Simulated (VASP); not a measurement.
# SnO2 (P4_2/mnm) in VASP: vibrations by perturbation theory with PBE

Aim: the vibrations by perturbation theory of SnO2 with PBE.

Everything below comes from runs of VASP 6.6.1. Logs are shortened: lines on timing, memory, paths and dates and some standing lists are left out, and cuts for length are marked.

## 1. The cell of the first run

Symmetry: P4_2/mnm, No. 136, tetragonal system. The conventional cell has a = 4.828 Å, b = 4.828 Å, c = 3.238 Å, α = 90.00°, β = 90.00°, γ = 90.00°. Within 2.8 Å of Sn (site symmetry mmm) lie 6 O at 2.09 Å. O (site symmetry m2m) has 3 Sn at 2.09 Å and 1 O at 2.64 Å within 2.8 Å.

## 2. Vibrations by perturbation theory, PBE

Input file INCAR:

```
SYSTEM = SnO2
ALGO = Normal
EDIFF = 1E-8
ENCUT = 520
GGA = PE
IBRION = 8
ISIF = 2
ISMEAR = 0
LASPH = .TRUE.
LCHARG = .FALSE.
LEPSILON = .TRUE.
LREAL = .FALSE.
LWAVE = .FALSE.
NBANDS = 35
NELM = 80
NSW = 1
PREC = Accurate
SIGMA = 0.01
```

Input file KPOINTS:

```
k-points
0
G
  6 6 9
  0 0 0
```

Input file POSCAR:

```
SnO2
1.0
    4.8279856359      0.0000000000      0.0000000000
    0.0000000000      4.8279856359      0.0000000000
    0.0000000000      0.0000000000      3.2377716702
Sn O
2 4
Direct
    0.0000000000      0.0000000000      0.0000000000
    0.5000000000      0.5000000000      0.5000000000
    0.3065891006      0.3065891006      0.0000000000
    0.1934108994      0.8065891006      0.5000000000
    0.6934108994      0.6934108994      0.0000000000
    0.8065891006      0.1934108994      0.5000000000
```

Potentials or basis: VASP PAW PBE potentials, release 64 (Sn_d, O).

Run with:

```console
$ cat potpaw_PBE.64/Sn_d/POTCAR potpaw_PBE.64/O/POTCAR > POTCAR
$ mpirun -np 1 vasp_std > vasp.out
```

OUTCAR:

```text
SYSTEM = SnO2
   EDIFF = 1E-8
   ENCUT = 520
   GGA = PE
   IBRION = 8
   ISIF = 2
   ISMEAR = 0
   LASPH = .TRUE.
   LEPSILON = .TRUE.
   LREAL = .FALSE.
   NELM = 80
   NSW = 1
   PREC = Accurate

 ion  position               nearest neighbor table
   1  0.000  0.000  0.000-   4 2.09   6 2.09   4 2.09   6 2.09   5 2.09   3 2.09
   2  0.500  0.500  0.500-   3 2.09   5 2.09   3 2.09   5 2.09   4 2.09   6 2.09
   3  0.307  0.307  0.000-   2 2.09   2 2.09   1 2.09
   4  0.193  0.807  0.500-   1 2.09   1 2.09   2 2.09
   5  0.693  0.693  0.000-   2 2.09   2 2.09   1 2.09
   6  0.807  0.193  0.500-   1 2.09   1 2.09   2 2.09

  LATTYP: Found a simple tetragonal cell.
 ALAT       =     4.8279856359
 C/A-ratio  =     0.6706257877

  Lattice vectors:

 A1 = (   4.8279856359,   0.0000000000,   0.0000000000)
 A2 = (   0.0000000000,   4.8279856359,   0.0000000000)
 A3 = (   0.0000000000,   0.0000000000,   3.2377716702)

Analysis of symmetry for initial positions (statically):
=====================================================================
 Subroutine PRICEL returns:
 Original cell was already a primitive cell.

 Routine SETGRP: Setting up the symmetry group for a
 simple tetragonal supercell.

 Subroutine GETGRP returns: Found 16 space group operations
 (whereof  8 operations were pure point group operations)
 out of a pool of 16 trial point group operations.

The static configuration has the point symmetry D_2h.
 The point group associated with its full space group is D_4h.

Analysis of symmetry for dynamics (positions and initial velocities):
=====================================================================
 Subroutine PRICEL returns:
 Original cell was already a primitive cell.

 Routine SETGRP: Setting up the symmetry group for a
 simple tetragonal supercell.

 Subroutine GETGRP returns: Found 16 space group operations
 (whereof  8 operations were pure point group operations)
 out of a pool of 16 trial point group operations.

The dynamic configuration has the point symmetry D_2h.
 The point group associated with its full space group is D_4h.

 Subroutine INISYM returns: Found 16 space group operations
 (whereof  8 operations are pure point group operations),
 and found     1 'primitive' translations

----------------------------------------------------------------------------------------

                                     Primitive cell

  volume of cell :      75.4707

  direct lattice vectors                    reciprocal lattice vectors
     4.827985636  0.000000000  0.000000000     0.207125720  0.000000000  0.000000000
     0.000000000  4.827985636  0.000000000     0.000000000  0.207125720  0.000000000
     0.000000000  0.000000000  3.237771670     0.000000000  0.000000000  0.308854392

  length of vectors
     4.827985636  4.827985636  3.237771670     0.207125720  0.207125720  0.308854392

  position of ions in fractional coordinates (direct lattice)
     0.000000000  0.000000000  0.000000000
     0.500000000  0.500000000  0.500000000
     0.306589101  0.306589101  0.000000000
     0.193410899  0.806589101  0.500000000
     0.693410899  0.693410899  0.000000000
     0.806589101  0.193410899  0.500000000
[... 1124 lines left out ...]

 Free energy of the ion-electron system (eV)
  ---------------------------------------------------
  ---------------------------------------------------
  free energy    TOTEN  =        -0.36194723 eV

  energy without entropy =       -0.36194723

------------------------ aborting loop because EDIFF is reached ----------------------------------------

 INTERNAL STRAIN TENSOR  FOR ION    3  DIRECTION 3   (eV/Angst):
 -----------------------------------------------------------------------------
     0.00209 -0.02189  4.82157
    -0.02189  0.00209  4.82157
     4.19600  4.19600 -0.01924

 MACROSCOPIC STATIC DIELECTRIC TENSOR (including local field effects in DFT)
 ------------------------------------------------------
           4.768012     0.000000     0.000000
          -0.000000     4.768012     0.000000
           0.000000     0.000000     4.928987
 ------------------------------------------------------

 PIEZOELECTRIC TENSOR (including local field effects)  for field in x, y, z        (e  Angst)
          XX          YY          ZZ          XY          YZ          ZX
  --------------------------------------------------------------------------------
  x     0.00000     0.00000     0.00000     0.00000     0.00000     0.00000
  y     0.00000     0.00000     0.00000     0.00000     0.00000     0.00000
  z     0.00000     0.00000     0.00000     0.00000     0.00000     0.00000

 PIEZOELECTRIC TENSOR (including local field effects)  for field in x, y, z        (C/m^2)
          XX          YY          ZZ          XY          YZ          ZX
  --------------------------------------------------------------------------------
  x     0.00000     0.00000     0.00000     0.00000     0.00000     0.00000
  y     0.00000     0.00000     0.00000     0.00000     0.00000     0.00000
  z     0.00000     0.00000     0.00000     0.00000     0.00000     0.00000

 BORN EFFECTIVE CHARGES (including local field effects) (in |e|, cummulative output)
 ---------------------------------------------------------------------------------
 ion    1
    1     4.12065     0.52672     0.00000
    2     0.52672     4.12065     0.00000
    3     0.00000     0.00000     4.50461
 ion    2
    1     4.12065    -0.52672     0.00000
    2    -0.52672     4.12065     0.00000
    3     0.00000     0.00000     4.50461
 ion    3
    1    -2.06032    -0.75611     0.00000
    2    -0.75611    -2.06032     0.00000
    3     0.00000     0.00000    -2.25230
 ion    4
    1    -2.06032     0.75611     0.00000
    2     0.75611    -2.06032     0.00000
    3     0.00000     0.00000    -2.25230
 ion    5
    1    -2.06032    -0.75611     0.00000
    2    -0.75611    -2.06032     0.00000
    3     0.00000     0.00000    -2.25230
 ion    6
    1    -2.06032     0.75611     0.00000
    2     0.75611    -2.06032     0.00000
    3     0.00000     0.00000    -2.25230

 INTERNAL STRAIN TENSOR FOR ION    6 for displacements in x,y,z  (eV/Angst):
          X           Y           Z          XY          YZ          ZX
  --------------------------------------------------------------------------------
  x     2.19013     1.26533     4.07288     1.27504     0.00000     0.00000
  y    -1.26533    -2.19013    -4.07288    -1.28492     0.00000     0.00000
  z     0.00000     0.00000     0.00000     0.00000    -4.19600     4.82157

 SECOND DERIVATIVES (NOT SYMMETRIZED)
 ------------------------------------
               1X          1Y          1Z          2X          2Y          2Z          3X          3Y          3Z          4X          4Y          4Z          5X          5Y          5Z          6X          6Y          6Z
  1X   -21.401764    1.580099    0.000000    8.820694   -0.003691    0.000000    1.987672    2.756720    0.000000    4.302863   -3.544925    0.000000    1.987672    2.756720    0.000000    4.302863   -3.544925    0.000000
  1Y     1.580099  -21.401764    0.000000   -0.003691    8.820694    0.000000    2.756720    1.987672    0.000000   -3.544925    4.302863    0.000000    2.756720    1.987672    0.000000   -3.544925    4.302863    0.000000
  1Z     0.000000    0.000000  -17.659766    0.000000    0.000000    0.042370    0.000000    0.000000    0.416849    0.000000    0.000000    8.391849    0.000000    0.000000    0.416849    0.000000    0.000000    8.391849
  2X     8.820694    0.003691    0.000000  -21.401764   -1.580099    0.000000    4.302863    3.544925    0.000000    1.987672   -2.756720    0.000000    4.302863    3.544925    0.000000    1.987672   -2.756720    0.000000
  2Y     0.003691    8.820694    0.000000   -1.580099  -21.401764    0.000000    3.544925    4.302863    0.000000   -2.756720    1.987672    0.000000    3.544925    4.302863    0.000000   -2.756720    1.987672    0.000000
  2Z     0.000000    0.000000    0.042370    0.000000    0.000000  -17.659766    0.000000    0.000000    8.391849    0.000000    0.000000    0.416849    0.000000    0.000000    8.391849    0.000000    0.000000    0.416849
  3X     1.984400    2.762047    0.000000    4.293537    3.549327    0.000000  -12.003135   -8.464478    0.000000   -0.274163    0.398073    0.000000    2.386172    2.160303    0.000000    3.613190   -0.405272    0.000000
  3Y     2.762047    1.984400    0.000000    3.549327    4.293537    0.000000   -8.464478  -12.003135    0.000000   -0.405272    3.613190    0.000000    2.160303    2.386172    0.000000    0.398073   -0.274163    0.000000
  3Z     0.000000    0.000000    0.414235    0.000000    0.000000    8.390652    0.000000    0.000000  -11.786526    0.000000    0.000000    1.652836    0.000000    0.000000   -0.324033    0.000000    0.000000    1.652836
  4X     4.293537   -3.549327    0.000000    1.984400   -2.762047    0.000000   -0.274163   -0.398073    0.000000  -12.003135    8.464478    0.000000    3.613190    0.405272    0.000000    2.386172   -2.160303    0.000000
  4Y    -3.549327    4.293537    0.000000   -2.762047    1.984400    0.000000    0.405272    3.613190    0.000000    8.464478  -12.003135    0.000000   -0.398073   -0.274163    0.000000   -2.160303    2.386172    0.000000
  4Z     0.000000    0.000000    8.390652    0.000000    0.000000    0.414235    0.000000    0.000000    1.652836    0.000000    0.000000  -11.786526    0.000000    0.000000    1.652836    0.000000    0.000000   -0.324033
  5X     1.984400    2.762047    0.000000    4.293537    3.549327    0.000000    2.386172    2.160303    0.000000    3.613190   -0.405272    0.000000  -12.003135   -8.464478    0.000000   -0.274163    0.398073    0.000000
  5Y     2.762047    1.984400    0.000000    3.549327    4.293537    0.000000    2.160303    2.386172    0.000000    0.398073   -0.274163    0.000000   -8.464478  -12.003135    0.000000   -0.405272    3.613190    0.000000
  5Z     0.000000    0.000000    0.414235    0.000000    0.000000    8.390652    0.000000    0.000000   -0.324033    0.000000    0.000000    1.652836    0.000000    0.000000  -11.786526    0.000000    0.000000    1.652836
  6X     4.293537   -3.549327    0.000000    1.984400   -2.762047    0.000000    3.613190    0.405272    0.000000    2.386172   -2.160303    0.000000   -0.274163   -0.398073    0.000000  -12.003135    8.464478    0.000000
  6Y    -3.549327    4.293537    0.000000   -2.762047    1.984400    0.000000   -0.398073   -0.274163    0.000000   -2.160303    2.386172    0.000000    0.405272    3.613190    0.000000    8.464478  -12.003135    0.000000
  6Z     0.000000    0.000000    8.390652    0.000000    0.000000    0.414235    0.000000    0.000000    1.652836    0.000000    0.000000   -0.324033    0.000000    0.000000    1.652836    0.000000    0.000000  -11.786526

 Eigenvectors and eigenvalues of the dynamical matrix
 ----------------------------------------------------

   1 f  =   21.301194 THz   133.839347 2PiTHz  710.531340 cm-1    88.094619 meV
             X         Y         Z           dx          dy          dz
      0.000000  0.000000  0.000000    -0.000000    0.000000    0.000000
      2.413993  2.413993  1.618886    -0.000000   -0.000000   -0.000000
      1.480208  1.480208  0.000000    -0.353553   -0.353553   -0.000000
      0.933785  3.894201  1.618886    -0.353553    0.353553    0.000000
      3.347778  3.347778  0.000000     0.353553    0.353553    0.000000
      3.894201  0.933785  1.618886     0.353553   -0.353553   -0.000000
[... 145 lines left out ...]
  18 f/i=    0.005440 THz     0.034178 2PiTHz    0.181445 cm-1     0.022496 meV
             X         Y         Z           dx          dy          dz
      0.000000  0.000000  0.000000    -0.454317    0.432469   -0.000000
      2.413993  2.413993  1.618886    -0.454461    0.432620   -0.000000
      1.480208  1.480208  0.000000    -0.167191    0.159164   -0.000000
      0.933785  3.894201  1.618886    -0.166988    0.158950   -0.000000
      3.347778  3.347778  0.000000    -0.167191    0.159164   -0.000000
      3.894201  0.933785  1.618886    -0.166988    0.158950   -0.000000

--------------------------------------------------------------------------------------------------------

 MACROSCOPIC STATIC DIELECTRIC TENSOR IONIC CONTRIBUTION
 ------------------------------------------------------
           8.992587    -0.000000     0.000000
          -0.000000     8.992587     0.000000
           0.000000     0.000000     5.523987
 ------------------------------------------------------

 ELASTIC MODULI CONTR FROM IONIC RELAXATION (kBar)
 Direction    XX          YY          ZZ          XY          YZ          ZX
 --------------------------------------------------------------------------------
 XX         -78.3046     28.4154    -58.8035      0.0000     -0.0000     -0.0000
 YY          28.4154    -78.3046    -58.8035     -0.0000      0.0000      0.0000
 ZZ         -58.8035    -58.8035   -138.6210      0.0000     -0.0000     -0.0000
 XY           0.0000      0.0000      0.0000     -9.3676     -0.0000     -0.0000
 YZ          -0.0000      0.0000     -0.0000     -0.0000   -130.4321     -0.0000
 ZX          -0.0000      0.0000     -0.0000     -0.0000     -0.0000   -172.2227
 --------------------------------------------------------------------------------

 PIEZOELECTRIC TENSOR IONIC CONTR  for field in x, y, z        (C/m^2)
          XX          YY          ZZ          XY          YZ          ZX
  --------------------------------------------------------------------------------
  x    -0.00000     0.00000    -0.00000     0.00000    -0.00000     0.00000
  y     0.00000    -0.00000    -0.00000    -0.00000     0.00000     0.00000
  z    -0.00000     0.00000    -0.00000     0.00000    -0.00000     0.00000
```

Wall time 17 min (1 thread of Intel Xeon 6975P-C (Granite Rapids), shared host); peak memory 0.71 GiB.

What came out:

```yaml
Electronic_dielectric_tensor_diagonal: 4.77, 4.77, 4.93
Born_charges_mean_of_the_diagonal: Sn +4.25; O -2.12 e
Highest_phonon_frequency_at_Γ_LO-TO_splitting_left_out: 711 cm⁻¹
```

Phonon frequencies in cm⁻¹ (negative: imaginary):
```csv
q point,frequencies
"(0.000, 0.000, 0.000)",0 0 0 108 142 220 220 262 262 341 436 441 441 531 555 555 588 711
```

Electronic dielectric tensor:
```
4.77 0.00 0.00
0.00 4.77 0.00
0.00 0.00 4.93
```

Born effective charge tensors (e):
atom 1, Sn
```
4.12 0.53 0.00
0.53 4.12 0.00
0.00 0.00 4.50
```
atom 2, Sn
```
 4.12 -0.53  0.00
-0.53  4.12  0.00
 0.00  0.00  4.50
```
atom 3, O
```
-2.06 -0.76  0.00
-0.76 -2.06  0.00
 0.00  0.00 -2.25
```
atom 4, O
```
-2.06  0.76  0.00
 0.76 -2.06  0.00
 0.00  0.00 -2.25
```
atom 5, O
```
-2.06 -0.76  0.00
-0.76 -2.06  0.00
 0.00  0.00 -2.25
```
atom 6, O
```
-2.06  0.76  0.00
 0.76 -2.06  0.00
 0.00  0.00 -2.25
```

Caveat: spin-orbit coupling is left out, which moves the levels of the heavy elements.
